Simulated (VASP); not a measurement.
# W (Im-3m) in VASP: further runs, part 2 of 2

VASP 6.6.1. Earlier steps stand in the parts before.

### 4 Relaxation of cell and atoms, PBEsol

The input, INCAR:

```
SYSTEM = W
PREC = Accurate ; ENCUT = 500
EDIFF = 1E-7 ; ISMEAR = 0
SIGMA = 0.1 ; LREAL = .FALSE.
LASPH = .TRUE. ; NELM = 120
ALGO = Normal ; ISIF = 3
LWAVE = .FALSE. ; LCHARG = .FALSE.
GGA = PS ; IBRION = 2
NSW = 80 ; EDIFFG = -0.05
GGA_COMPAT = .FALSE. ; NELMIN = 4
```

The input, KPOINTS:

```
regular mesh
0
G
  8 8 8
  0 0 0
```

The input, POSCAR:

```
W
1.0
   -1.5628545130      1.5628545130      1.5628545130
    1.5628545130     -1.5628545130      1.5628545130
    1.5628545130      1.5628545130     -1.5628545130
W
1
Direct
    0.0000000000      0.0000000000      0.0000000000
```

Potentials or basis: VASP PAW PBE potentials, release 64 (W_sv).

On the command line:

```console
$ cat potpaw_PBE.64/W_sv/POTCAR > POTCAR
$ mpirun -np 1 vasp_std > vasp.out
```

OUTCAR:

```text
SYSTEM = W
   PREC = Accurate
   ENCUT = 500
   EDIFF = 1E-7
   ISMEAR = 0
   LREAL = .FALSE.
   LASPH = .TRUE.
   NELM = 120
   ISIF = 3
   GGA = PS
   IBRION = 2
   NSW = 80
   EDIFFG = -0.05
   NELMIN = 4

 ion  position               nearest neighbor table
   1  0.000  0.000  0.000-

  LATTYP: Found a body centered cubic cell.
 ALAT       =     3.1257090260

  Lattice vectors:

 A1 = (  -1.5628545130,   1.5628545130,   1.5628545130)
 A2 = (   1.5628545130,  -1.5628545130,   1.5628545130)
 A3 = (   1.5628545130,   1.5628545130,  -1.5628545130)

Analysis of symmetry for initial positions (statically):
=====================================================================
 Subroutine PRICEL returns:
 Original cell was already a primitive cell.

 Routine SETGRP: Setting up the symmetry group for a
 body centered cubic supercell.

 Subroutine GETGRP returns: Found 48 space group operations
 (whereof 48 operations were pure point group operations)
 out of a pool of 48 trial point group operations.

The static configuration has the point symmetry O_h .

Analysis of symmetry for dynamics (positions and initial velocities):
=====================================================================
 Subroutine PRICEL returns:
 Original cell was already a primitive cell.

 Routine SETGRP: Setting up the symmetry group for a
 body centered cubic supercell.

 Subroutine GETGRP returns: Found 48 space group operations
 (whereof 48 operations were pure point group operations)
 out of a pool of 48 trial point group operations.

The dynamic configuration has the point symmetry O_h .

 Subroutine INISYM returns: Found 48 space group operations
 (whereof 48 operations are pure point group operations),
 and found     1 'primitive' translations

----------------------------------------------------------------------------------------

                                     Primitive cell
[... 118 lines left out ...]
   LEPSILON=     F    determine dielectric tensor
   LRPA    =     F    only Hartree local field effects (RPA)
 conjugate gradient relaxation of ions
 non-spin polarized calculation
 Gauss-broadening in eV      SIGMA  =   0.10
  energy-cutoff  :      500.00
  volume of cell :       15.27
 maximum number of plane-waves:       402
   NGX =  9   NGY =  9   NGZ =  9

--------------------------------------- Ionic step        1  -------------------------------------------

 number of electron      14.0000003 magnetization

 Free energy of the ion-electron system (eV)
  ---------------------------------------------------
  ext. energy  EPLUGINS =         0.00000000
  ---------------------------------------------------
  free energy    TOTEN  =       -13.78889229 eV

  energy without entropy =      -13.78889075  energy(sigma->0) =      -13.78889152

------------------------ aborting loop because EDIFF is reached ----------------------------------------

  FORCE on cell =-STRESS in cart. coord.  units (eV):
  Direction    XX          YY          ZZ          XY          YZ          ZX
  --------------------------------------------------------------------------------------
  -------------------------------------------------------------------------------------
  Total        1.0287062      1.0287062      1.0287062      0.0000000     -0.0000000      0.0000000
  in kB      107.9409655    107.9409655    107.9409655      0.0000000     -0.0000000      0.0000000
  external PRESSURE =     107.9409655 kB  Pullay stress =       0.0000000 kB
[... 22 lines left out ...]
--------------------------------------- Ionic step        2  -------------------------------------------

 number of electron      14.0000004 magnetization

 E-fermi :   9.6097     XC(G=0): -13.1586

 val. band max:        9.3459896982   @ k =   0.1250   0.0000   0.0000
 cond. band min:       9.8681817385   @ k =   0.5000   0.5000   0.2500
 fundamental gap:      0.5221920403
 Fermi energy:         9.6096668558

 k-point     1 :       0.0000    0.0000    0.0000
  band No.  band energies     occupation
      1     -64.5139      2.00000
      2     -28.2027      2.00000
      3     -28.2027      2.00000
      4     -28.2027      2.00000
      5       0.7366      2.00000
      6       8.7194      2.00000
      7       8.7194      2.00000
      8       8.7194      2.00000
      9      11.7618      0.00000
     10      11.7618      0.00000
     11      24.0632      0.00000
[... 391 lines left out ...]
--------------------------------------- Ionic step        4  -------------------------------------------

 number of electron      14.0000004 magnetization

 Free energy of the ion-electron system (eV)
  ---------------------------------------------------
  ext. energy  EPLUGINS =         0.00000000
  ---------------------------------------------------
  free energy    TOTEN  =       -13.80444586 eV

  energy without entropy =      -13.80444402  energy(sigma->0) =      -13.80444494

 E-fermi :  11.1419     XC(G=0): -13.7992

 val. band max:       10.8602506080   @ k =   0.1250   0.0000   0.0000
 cond. band min:      11.4245694404   @ k =  -0.2500   0.2500   0.1250
 fundamental gap:      0.5643188324
 Fermi energy:        11.1418820350

 k-point     1 :       0.0000    0.0000    0.0000
  band No.  band energies     occupation
      1     -62.7642      2.00000
      2     -26.3119      2.00000
      3     -26.3119      2.00000
      4     -26.3119      2.00000
      5       1.6823      2.00000
      6      10.1291      2.00000
      7      10.1291      2.00000
      8      10.1291      2.00000
      9      13.6231      0.00000
     10      13.6231      0.00000
     11      25.9294      0.00000
[... 350 lines left out ...]
  FREE ENERGIE OF THE ION-ELECTRON SYSTEM (eV)
  ---------------------------------------------------
  free  energy   TOTEN  =       -13.8044458602 eV

  energy  without entropy=      -13.8044440236  energy(sigma->0) =      -13.80444494

 reached required accuracy - stopping structural energy minimisation
```

CONTCAR:

```text
W
   1.00000000000000
    -1.5789305367408697    1.5789305367408697    1.5789305367408697
     1.5789305367408697   -1.5789305367408697    1.5789305367408697
     1.5789305367408697    1.5789305367408697   -1.5789305367408697
  W
     1
Direct
     0.0000000000000000    0.0000000000000000    0.0000000000000000

  0.00000000E+00  0.00000000E+00  0.00000000E+00
```

Wall time 12 s (1 thread of Intel Xeon Platinum 8488C (Sapphire Rapids), shared host); peak memory 0.13 GiB.

Results:

* Free energy: -13.8044 eV
* Relaxed volume: 15.75 Å³/atom
* Relaxed cell: a = 2.735 Å, b = 2.735 Å, c = 2.735 Å, α = 109.47°, β = 109.47°, γ = 109.47°
* Space group after relaxing (to 0.05 Å): Im-3m (No. 229)
* Energy gained by relaxing: 15.6 meV/atom
* Ionic steps: 4
* Pressure after relaxing: 0.0 GPa
* Band gap on the k mesh: zero (band 7 reaches 16.60 eV, above the bottom of band 8 at 10.13 eV)

The path:
```
step  energy change (eV)  largest force (eV/Å)  pressure (GPa)  volume (Å³)
   1              0.0000                0.0000           10.79        15.27
   2              0.1796                0.0000          -29.50        17.66
   3             -0.0155                0.0000           -0.52        15.77
   4             -0.0156                0.0000           -0.03        15.75
```

Final structure:
```yaml
crystal:
  lattice:
    - [-1.57893, 1.57893, 1.57893]
    - [1.57893, -1.57893, 1.57893]
    - [1.57893, 1.57893, -1.57893]
  atoms:
    - { symbol: W, position: [0.00000, 0.00000, 0.00000] }
```

Levels at points of the mesh, in eV from the Fermi level:
```tsv
k point	band 3	band 4	band 5	band 6	band 7	band 8	band 9	band 10	band 11
(0.00, 0.00, 0.00)	-37.45	-37.45	-9.46	-1.01	-1.01	-1.01	2.48	2.48	14.79
(0.50, 0.00, 0.00)	-37.88	-37.46	-6.10	-3.37	0.95	2.38	3.37	6.46	11.41
(0.50, 0.50, 0.50)	-38.38	-38.38	-5.68	-5.68	5.46	5.46	5.46	8.54	8.54
```

Caveat: the PAW data sets were made with another functional, which shifts forces and pressure a little; spin-orbit coupling is left out, which moves the levels of the heavy elements. Zero-point motion and thermal expansion aren't in these numbers.

### 5 Overview

| task | cell | gap on the mesh (eV) | pressure (GPa) |
| --- | --- | --- | --- |
| single point | a = 2.707 Å, angles 109.5°, 1 atom | none | 10.8 |
| single point | a = 2.733 Å, angles 109.5°, 1 atom | none | 0.6 |
| relaxation of cell and atoms | relaxed from a = 2.707 Å, angles 109.5°, 1 atom | none | 0.0 |

Alike in all rows: level PBEsol; potentials or basis VASP PAW PBE potentials, release 64 (W_sv); no spin polarisation; k mesh 8 × 8 × 8; cutoff (eV) 500; smearing gaussian 0.1 eV.

Caveats: the PAW data sets were made with another functional, which shifts forces and pressure a little; spin-orbit coupling is left out, which moves the levels of the heavy elements.

Total energies depend on the potentials used, so only differences within one code and one set of settings carry meaning.
